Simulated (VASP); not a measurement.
# YSn3 (Fm-3m) in VASP: further runs

Runs on YSn3. Level: LDA. Tasks: single point.

Everything below comes from runs of VASP 6.6.1. Logs are shortened: lines on timing, memory, paths and dates and some standing lists are left out, and cuts for length are marked.

### Step 1. The cell of the first run

Symmetry: Fm-3m, No. 225, cubic system. Conventional cell: a = 7.742 Å, b = 7.742 Å, c = 7.742 Å, α = 90.00°, β = 90.00°, γ = 90.00°. Y (site symmetry m-3m) has 14 Sn at 3.35 to 3.87 Å within 4.4 Å. Within 4.4 Å of Sn (site symmetry m-3m) lie 8 Sn at 3.35 Å and 6 Y at 3.87 Å. Within 4.4 Å of Sn (site symmetry -43m) lie 4 Y at 3.35 Å and 10 Sn at 3.35 to 3.87 Å.

### Step 2. Single point, LDA

The input, INCAR:

```
SYSTEM = YSn3
  PREC = Accurate
  ENCUT = 520
  EDIFF = 1E-7
  ISMEAR = -1
  SIGMA = 0.01
  LREAL = .False.
  LASPH = .True.
  NELM = 60
  ALGO = Normal
  ISIF = 2
  LWAVE = .False.
  LCHARG = .False.
  NBANDS = 34
```

The input, KPOINTS:

```
Automatic mesh
0
Gamma
  5 5 5
  0 0 0
```

The input, POSCAR:

```
YSn3
1.0
    0.0000000000      3.8710672922      3.8710672922
    3.8710672922      0.0000000000      3.8710672922
    3.8710672922      3.8710672922      0.0000000000
Y Sn
1 3
Direct
    0.0000000000      0.0000000000      0.0000000000
    0.5000000000      0.5000000000      0.5000000000
    0.2500000000      0.2500000000      0.2500000000
    0.7500000000      0.7500000000      0.7500000000
```

Potentials or basis: VASP PAW LDA potentials, release 64 (Y_sv, Sn_d).

On the command line:

```bash
$ cat potpaw_LDA.64/Y_sv/POTCAR potpaw_LDA.64/Sn_d/POTCAR > POTCAR
$ mpirun -np 1 vasp_std > vasp.out
```

OUTCAR:

```text
SYSTEM = YSn3
   PREC = Accurate
   ENCUT = 520
   EDIFF = 1E-7
   ISMEAR = -1
   LREAL = .False.
   LASPH = .True.
   NELM = 60
   ISIF = 2

 ion  position               nearest neighbor table
   1  0.000  0.000  0.000-   3 3.35   4 3.35   4 3.35   4 3.35   4 3.35   3 3.35   3 3.35   3 3.35
                             2 3.87   2 3.87   2 3.87   2 3.87   2 3.87   2 3.87
   2  0.500  0.500  0.500-   3 3.35   4 3.35   3 3.35   3 3.35   3 3.35   4 3.35   4 3.35   4 3.35
                             1 3.87   1 3.87   1 3.87   1 3.87   1 3.87   1 3.87
   3  0.250  0.250  0.250-   1 3.35   2 3.35   1 3.35   1 3.35   1 3.35   2 3.35   2 3.35   2 3.35

   4  0.750  0.750  0.750-   1 3.35   2 3.35   2 3.35   2 3.35   2 3.35   1 3.35   1 3.35   1 3.35

  LATTYP: Found a face centered cubic cell.
 ALAT       =     7.7421345844

  Lattice vectors:

 A1 = (   0.0000000000,   3.8710672922,   3.8710672922)
 A2 = (   3.8710672922,   0.0000000000,   3.8710672922)
 A3 = (   3.8710672922,   3.8710672922,   0.0000000000)

Analysis of symmetry for initial positions (statically):
=====================================================================
 Subroutine PRICEL returns:
 Original cell was already a primitive cell.

 Routine SETGRP: Setting up the symmetry group for a
 face centered cubic supercell.

 Subroutine GETGRP returns: Found 48 space group operations
 (whereof 48 operations were pure point group operations)
 out of a pool of 48 trial point group operations.

The static configuration has the point symmetry O_h .

Analysis of symmetry for dynamics (positions and initial velocities):
=====================================================================
 Subroutine PRICEL returns:
 Original cell was already a primitive cell.

 Routine SETGRP: Setting up the symmetry group for a
 face centered cubic supercell.

 Subroutine GETGRP returns: Found 48 space group operations
 (whereof 48 operations were pure point group operations)
 out of a pool of 48 trial point group operations.

The dynamic configuration has the point symmetry O_h .

 Subroutine INISYM returns: Found 48 space group operations
 (whereof 48 operations are pure point group operations),
 and found     1 'primitive' translations

----------------------------------------------------------------------------------------

                                     Primitive cell

  volume of cell :     116.0171

  direct lattice vectors                    reciprocal lattice vectors
     0.000000000  3.871067292  3.871067292    -0.129163345  0.129163345  0.129163345
     3.871067292  0.000000000  3.871067292     0.129163345 -0.129163345  0.129163345
     3.871067292  3.871067292  0.000000000     0.129163345  0.129163345 -0.129163345

  length of vectors
     5.474515865  5.474515865  5.474515865     0.223717476  0.223717476  0.223717476

  position of ions in fractional coordinates (direct lattice)
     0.000000000  0.000000000  0.000000000
     0.500000000  0.500000000  0.500000000
     0.250000000  0.250000000  0.250000000
     0.750000000  0.750000000  0.750000000

  ion indices of the primitive-cell ions
   primitive index   ion index
                 1           1
                 2           2
                 3           3
                 4           4

----------------------------------------------------------------------------------------

 KPOINTS: Automatic mesh

Automatic generation of k-mesh.
 Grid dimensions read from file:
 generate k-points for:    5    5    5

 Generating k-lattice:

  Cartesian coordinates                     Fractional coordinates (reciprocal lattice)
    -0.025832669  0.025832669  0.025832669     0.200000000  0.000000000  0.000000000
     0.025832669 -0.025832669  0.025832669     0.000000000  0.200000000  0.000000000
     0.025832669  0.025832669 -0.025832669     0.000000000  0.000000000  0.200000000

  Length of vectors
     0.044743495  0.044743495  0.044743495

  Shift w.r.t. Gamma in fractional coordinates (k-lattice)
     0.000000000  0.000000000  0.000000000

 Subroutine IBZKPT returns following result:
 ===========================================

 Found     10 irreducible k-points:

 Following reciprocal coordinates:
            Coordinates               Weight
  0.000000  0.000000  0.000000      1.000000
  0.200000  0.000000  0.000000      8.000000
  0.400000  0.000000  0.000000      8.000000
  0.200000  0.200000  0.000000      6.000000
  0.400000  0.200000  0.000000     24.000000
 -0.400000  0.200000  0.000000     24.000000
 -0.200000  0.200000  0.000000     12.000000
  0.400000  0.400000  0.000000      6.000000
 -0.400000  0.400000  0.000000     12.000000
 -0.400000  0.400000  0.200000     24.000000
   k-points           NKPTS =     10   k-points in BZ     NKDIM =     10   number of bands    NBANDS=     34
   number of dos      NEDOS =    301   number of ions     NIONS =      4
   total plane-waves  NPLWV =  74088
   dimension x,y,z NGX =    42 NGY =   42 NGZ =   42
   dimension x,y,z NGXF=    84 NGYF=   84 NGZF=   84
   ions per type =               1   3
   NGX,Y,Z   is equivalent  to a cutoff of  12.75, 12.75, 12.75 a.u.
   NGXF,Y,Z  is equivalent  to a cutoff of  25.51, 25.51, 25.51 a.u.
 SYSTEM =  YSn3
   PREC   = accura    normal or accurate (medium, high low for compatibility)
   ISTART =      0    job   : 0-new  1-cont  2-samecut
   ICHARG =      2    charge: 1-file 2-atom 10-const
   ISPIN  =      1    spin polarized calculation?
   LNONCOLLINEAR =      F non collinear calculations
   LSORBIT =      F    spin-orbit coupling
   LASPH  =      T    aspherical Exc in radial PAW
   ENCUT  =  520.0 eV  38.22 Ry    6.18 a.u.  10.18 10.18 10.18*2*pi/ulx,y,z
   NELM   =     60;   NELMIN=  2; NELMDL= -5     # of ELM steps
   EDIFF  = 0.1E-06   stopping-criterion for ELM
   LREAL  =      F    real-space projection
   EDIFFG = 0.1E-05   stopping-criterion for IOM
   NSW    =      0    number of steps for IOM
   IBRION =     -1    ionic relax: 0-MD 1-quasi-New 2-CG
   NFREE  =      0    steps in history (QN), initial steepest desc. (CG)
   ISIF   =      2    stress and relaxation
   ISYM   =      2    0-nonsym 1-usesym 2-fastsym
   POTIM  = 0.5000    time-step for ionic-motion
   TEBEG  =    0.0;   TEEND  =   0.0 temperature during run
   PSTRESS=    0.0 pullay stress
   NELECT =      53.0000    total number of electrons
   NUPDOWN=      -1.0000    fix difference up-down
   EMIN   =  10.00;   EMAX   =-10.00  energy-range for DOS
   EFERMI =   0.00;   METHOD = LEGACY
   ISMEAR =    -1;   SIGMA  =   0.01  broadening in eV -4-tet -1-fermi 0-gaus
   EFERMI_NEDOS =   21; number of points for ismear=-14 and -15
   IALGO  =     38    algorithm
   IMIX   =      4    mixing-type and parameters
     AMIX     =   0.40;   BMIX     =  1.00
     AMIX_MAG =   1.60;   BMIX_MAG =  1.00
  volume/ion in A,a.u.               =      29.00       195.73
  Fermi-wavevector in a.u.,A,eV,Ry     =   1.260838  2.382639 21.629362  1.589713
  Thomas-Fermi vector in A             =   2.394328
   LORBIT       =      0    0 simple, 1 ext, 2 COOP (PROOUT), +10 PAW based schemes
   GGA     = CA    functional components
   LHFCALC =     F    Hartree Fock is set to
   AEXX    =    0.0000 exact exchange contribution
   IVDW    =     0    specifies the selected vdW correction
   LEPSILON=     F    determine dielectric tensor
   LRPA    =     F    only Hartree local field effects (RPA)
 non-spin polarized calculation
  energy-cutoff  :      520.00
  volume of cell :      116.02
 maximum number of plane-waves:      3134
 NGX is ok and might be reduce to    42
   NGX = 21   NGY = 21   NGZ = 21

 number of electron      53.0000002 magnetization

 Free energy of the ion-electron system (eV)
  ---------------------------------------------------
  ext. energy  EPLUGINS =         0.00000000
  ---------------------------------------------------
  free energy    TOTEN  =       -21.09627549 eV

  energy without entropy =      -21.09484900  energy(sigma->0) =      -21.09556225

 E-fermi :   6.4155     XC(G=0): -10.2560

 val. band max:        6.3688180236   @ k =  -0.4000   0.4000   0.0000
 cond. band min:       6.4365559657   @ k =   0.4000   0.2000   0.0000
 fundamental gap:      0.0677379422
 Fermi energy:         6.4155348391

 k-point     1 :       0.0000    0.0000    0.0000
  band No.  band energies     occupation
      1     -36.8443      2.00000
      2     -16.9454      2.00000
      3     -16.9454      2.00000
      4     -16.9454      2.00000
      5     -15.0316      2.00000
      6     -15.0316      2.00000
[... 26 lines left out ...]
     33       8.2582      0.00000
     34      10.8870      0.00000

 k-point     2 :       0.2000    0.0000    0.0000
  band No.  band energies     occupation
      1     -36.8442      2.00000
      2     -16.9454      2.00000
      3     -16.9454      2.00000
      4     -16.9454      2.00000
      5     -15.0337      2.00000
      6     -15.0337      2.00000
[... 26 lines left out ...]
     33       8.2126      0.00000
     34      11.0540      0.00000

 k-point     3 :       0.4000    0.0000    0.0000
  band No.  band energies     occupation
      1     -36.8441      2.00000
      2     -16.9453      2.00000
      3     -16.9452      2.00000
      4     -16.9452      2.00000
      5     -15.0371      2.00000
      6     -15.0371      2.00000
[... 26 lines left out ...]
     33       9.5681      0.00000
     34      10.3233      0.00000
[... 186 lines left out ...]
 k-point     9 :      -0.4000    0.4000    0.0000
  band No.  band energies     occupation
      1     -36.8441      2.00000
      2     -16.9454      2.00000
      3     -16.9439      2.00000
      4     -16.9439      2.00000
      5     -15.0409      2.00000
      6     -15.0384      2.00000
[... 26 lines left out ...]
     33      10.1920      0.00000
     34      10.2821      0.00000

 k-point    10 :      -0.4000    0.4000    0.2000
  band No.  band energies     occupation
      1     -36.8441      2.00000
      2     -16.9453      2.00000
      3     -16.9444      2.00000
      4     -16.9443      2.00000
      5     -15.0402      2.00000
      6     -15.0355      2.00000
[... 26 lines left out ...]
     33       9.8947      0.00000
     34      10.2450      0.00000

------------------------ aborting loop because EDIFF is reached ----------------------------------------

  FORCE on cell =-STRESS in cart. coord.  units (eV):
  Direction    XX          YY          ZZ          XY          YZ          ZX
  --------------------------------------------------------------------------------------
  -------------------------------------------------------------------------------------
  Total       -4.0633033     -4.0633033     -4.0633033     -0.0000000      0.0000000      0.0000000
  in kB      -56.1135392    -56.1135392    -56.1135392     -0.0000000      0.0000000      0.0000000
  external PRESSURE =     -56.1135392 kB  Pullay stress =       0.0000000 kB

 VOLUME and BASIS-vectors are now :
 -----------------------------------------------------------------------------
  energy-cutoff  :      520.00
  volume of cell :      116.02
      direct lattice vectors                 reciprocal lattice vectors
     0.000000000  3.871067292  3.871067292    -0.129163345  0.129163345  0.129163345
     3.871067292  0.000000000  3.871067292     0.129163345 -0.129163345  0.129163345
     3.871067292  3.871067292  0.000000000     0.129163345  0.129163345 -0.129163345

 POSITION                                       TOTAL-FORCE (eV/Angst)
 -----------------------------------------------------------------------------------
      0.00000      0.00000      0.00000        -0.000000     -0.000000     -0.000000
      3.87107      3.87107      3.87107        -0.000000     -0.000000     -0.000000
      1.93553      1.93553      1.93553         0.000000      0.000000      0.000000
      5.80660      5.80660      5.80660        -0.000000     -0.000000     -0.000000
 -----------------------------------------------------------------------------------
    total drift:                               -0.000000     -0.000000      0.000000

  FREE ENERGIE OF THE ION-ELECTRON SYSTEM (eV)
  ---------------------------------------------------
  free  energy   TOTEN  =       -21.0962754916 eV

  energy  without entropy=      -21.0948490004  energy(sigma->0) =      -21.09556225
```

Wall time 90 s (1 thread of Intel Xeon 8259CL, shared host); peak memory 0.23 GiB.

What came out:

* Free energy: -21.0963 eV
* Pressure: -5.6 GPa
* Band gap on the k mesh: zero (an odd number of electrons rules out a gap without spin polarisation)

Caveat: the cell stands under tension; spin-orbit coupling is left out, which moves the levels of the heavy elements.

### Step 3. Single point, LDA

This run uses another cell than the first one, of 30.12 Å³/atom.

The input, INCAR:

```
PREC = Accurate
ENCUT = 520
EDIFF = 1E-6
ISMEAR = -1
SIGMA = 0.01
LREAL = F
LASPH = T
NELM = 80
ALGO = Normal
ISIF = 2
LWAVE = F
LCHARG = F
NBANDS = 34
```

The input, KPOINTS:

```
Automatic mesh
0
Gamma
  5 5 5
```

The input, POSCAR:

```
YSn3
1.0
    0.0000000000      3.9200733464      3.9200733464
    3.9200733464      0.0000000000      3.9200733464
    3.9200733464      3.9200733464      0.0000000000
Y Sn
1 3
Direct
    0.0000000000      0.0000000000      0.0000000000
    0.5000000000      0.5000000000      0.5000000000
    0.2500000000      0.2500000000      0.2500000000
    0.7500000000      0.7500000000      0.7500000000
```

Potentials or basis: VASP PAW LDA potentials, release 64 (Y_sv, Sn_d).

On the command line:

```bash
$ cat potpaw_LDA.64/Y_sv/POTCAR potpaw_LDA.64/Sn_d/POTCAR > POTCAR
$ mpirun -np 1 vasp_std > vasp.out
```

OUTCAR:

```text
PREC = Accurate
   ENCUT = 520
   EDIFF = 1E-6
   ISMEAR = -1
   LREAL = F
   LASPH = T
   NELM = 80
   ISIF = 2

 ion  position               nearest neighbor table
   1  0.000  0.000  0.000-   4 3.39   4 3.39   4 3.39   3 3.39   4 3.39   3 3.39   3 3.39   3 3.39
                             2 3.92   2 3.92   2 3.92   2 3.92   2 3.92   2 3.92
   2  0.500  0.500  0.500-   3 3.39   3 3.39   3 3.39   3 3.39   4 3.39   4 3.39   4 3.39   4 3.39
                             1 3.92   1 3.92   1 3.92   1 3.92   1 3.92   1 3.92
   3  0.250  0.250  0.250-   1 3.39   1 3.39   1 3.39   1 3.39   2 3.39   2 3.39   2 3.39   2 3.39

   4  0.750  0.750  0.750-   2 3.39   2 3.39   2 3.39   1 3.39   2 3.39   1 3.39   1 3.39   1 3.39

  LATTYP: Found a face centered cubic cell.
 ALAT       =     7.8401466928

  Lattice vectors:

 A1 = (   0.0000000000,   3.9200733464,   3.9200733464)
 A2 = (   3.9200733464,   0.0000000000,   3.9200733464)
 A3 = (   3.9200733464,   3.9200733464,   0.0000000000)

Analysis of symmetry for initial positions (statically):
=====================================================================
 Subroutine PRICEL returns:
[... 160 lines left out ...]
 E-fermi :   6.0317     XC(G=0): -10.0889

 val. band max:        6.0168158909   @ k =  -0.4000   0.4000   0.0000
 cond. band min:       6.0458098537   @ k =   0.4000   0.2000   0.0000
 fundamental gap:      0.0289939629
 Fermi energy:         6.0317170607

 k-point     1 :       0.0000    0.0000    0.0000
  band No.  band energies     occupation
      1     -37.3297      2.00000
      2     -17.4135      2.00000
      3     -17.4135      2.00000
      4     -17.4135      2.00000
      5     -15.3861      2.00000
      6     -15.3861      2.00000
[... 359 lines left out ...]
     33       9.3833      0.00000
     34       9.7381      0.00000

------------------------ aborting loop because EDIFF is reached ----------------------------------------

  FORCE on cell =-STRESS in cart. coord.  units (eV):
  Direction    XX          YY          ZZ          XY          YZ          ZX
  --------------------------------------------------------------------------------------
  -------------------------------------------------------------------------------------
  Total       -5.1361044     -5.1361044     -5.1361044     -0.0000000     -0.0000000      0.0000000
  in kB      -68.3017525    -68.3017525    -68.3017525     -0.0000000     -0.0000000      0.0000000
  external PRESSURE =     -68.3017525 kB  Pullay stress =       0.0000000 kB

 VOLUME and BASIS-vectors are now :
 -----------------------------------------------------------------------------
  energy-cutoff  :      520.00
  volume of cell :      120.48
      direct lattice vectors                 reciprocal lattice vectors
     0.000000000  3.920073346  3.920073346    -0.127548634  0.127548634  0.127548634
     3.920073346  0.000000000  3.920073346     0.127548634 -0.127548634  0.127548634
     3.920073346  3.920073346  0.000000000     0.127548634  0.127548634 -0.127548634

 POSITION                                       TOTAL-FORCE (eV/Angst)
 -----------------------------------------------------------------------------------
      0.00000      0.00000      0.00000        -0.000000      0.000000      0.000000
      3.92007      3.92007      3.92007        -0.000000      0.000000      0.000000
      1.96004      1.96004      1.96004         0.000000      0.000000     -0.000000
      5.88011      5.88011      5.88011        -0.000000     -0.000000      0.000000
 -----------------------------------------------------------------------------------
    total drift:                               -0.000000     -0.000000      0.000000

  FREE ENERGIE OF THE ION-ELECTRON SYSTEM (eV)
  ---------------------------------------------------
  free  energy   TOTEN  =       -20.9232228194 eV

  energy  without entropy=      -20.9203968177  energy(sigma->0) =      -20.92180982
```

OSZICAR:

```text
N       E                     dE             d eps       ncg     rms          rms(c)
DAV:   1     0.498971500778E+03    0.49897E+03   -0.26629E+04   688   0.220E+03
DAV:   2     0.440327309871E+02   -0.45494E+03   -0.44688E+03   688   0.538E+02
DAV:   3    -0.184467582742E+02   -0.62479E+02   -0.61603E+02   846   0.180E+02
DAV:   4    -0.215938131861E+02   -0.31471E+01   -0.31221E+01   942   0.405E+01
DAV:   5    -0.217415454138E+02   -0.14773E+00   -0.14754E+00  1102   0.724E+00    0.167E+01
DAV:   6    -0.209766037651E+02    0.76494E+00   -0.13279E+00  1006   0.113E+01    0.123E+01
DAV:   7    -0.209833768584E+02   -0.67731E-02   -0.15116E+00   882   0.665E+00    0.445E+00
DAV:   8    -0.210806913102E+02   -0.97314E-01   -0.19438E+00   752   0.513E+00    0.168E+00
DAV:   9    -0.209269512990E+02    0.15374E+00   -0.77482E-01   968   0.386E+00    0.785E-01
DAV:  10    -0.209238955259E+02    0.30558E-02   -0.44851E-02   726   0.107E+00    0.634E-01
DAV:  11    -0.209232393186E+02    0.65621E-03   -0.76551E-03   898   0.430E-01    0.243E-01
DAV:  12    -0.209232438078E+02   -0.44892E-05   -0.98097E-04   928   0.190E-01    0.697E-02
DAV:  13    -0.209232224798E+02    0.21328E-04   -0.83435E-05   886   0.529E-02    0.641E-02
DAV:  14    -0.209232228194E+02   -0.33959E-06   -0.55754E-06   708   0.126E-02
   1 F= -.20923223E+02 E0= -.20921810E+02  d E =-.282600E-02
```

stdout:

```text
POSCAR found type information on POSCAR Y Sn
 POSCAR found :  2 types and       4 ions
 scaLAPACK will be used
 LDA part: xc-table for (Slater(with rela. corr.)+CA(PZ))
 , standard interpolation
 POSCAR, INCAR and KPOINTS ok, starting setup
 FFT: planning ... GRIDC
 FFT: planning ... GRID_SOFT
 FFT: planning ... GRID
 WAVECAR not read
 entering main loop
```

It took 74 s on 1 thread of Intel Xeon 8259CL, shared host; peak memory 0.24 GiB.

Results:

* Free energy: -20.9232 eV
* Pressure: -6.8 GPa
* Band gap on the k mesh: zero (an odd number of electrons rules out a gap without spin polarisation)

Levels at points of the mesh, in eV from the Fermi level:
| k point | band 24 | band 25 | band 26 | band 27 | band 28 | band 29 | band 30 | band 31 |
| --- | --- | --- | --- | --- | --- | --- | --- | --- |
| (0.00, 0.00, 0.00) | -2.27 | -2.27 | -0.95 | -0.95 | -0.95 | 0.71 | 0.71 | 1.78 |

Caveat: the cell stands under tension; spin-orbit coupling is left out, which moves the levels of the heavy elements.

(Continued in part 2 of 2.)
